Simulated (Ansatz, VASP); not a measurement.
## GaAs in VASP and in Ansatz

```
Ga As
1.0
     3.73217    0.00000    0.00000
    -1.86608    3.23215    0.00000
     0.00000    0.00000    6.33279
Ga As
2 2
Cartesian
  0.0000 0.0000 0.0000
  0.0000 0.0000 3.1664
  0.0000 2.1548 1.5832
  1.8661 1.0774 4.7496
```

Alike in both runs: task single point; functional HSE06; k mesh 6 × 6 × 2; occupations fermi-dirac, width 0.02 eV; no spin polarisation.

```csv
,VASP,Ansatz
version,VASP 6.6.1,Ansatz 0.2.0
potentials or method,"VASP PAW PBE potentials, release 64 (Ga_d, As)","plane waves, PAW"
plane-wave cutoff (eV),520,420
valence electrons in the cell,36,56
```

|  | VASP | Ansatz | Ansatz less VASP |
| --- | --- | --- | --- |
| pressure (GPa) | -0.5 | -0.4 | +0.04 |
| traceless stress, the component that is largest in VASP (GPa) | 1.74 | 1.75 | +0.007 |

With one functional, cell and mesh, what is left measures potentials, basis and numerics. VASP's potentials hold 36 valence electrons a cell and Ansatz's 56, so a difference there can come from the potentials and not from the codes. Ansatz's warnings: filled band counts differ across k points, stress exchange threshold loose, stress scf threshold loose.

The k mesh is coarse, so the values compare programs but aren't converged.
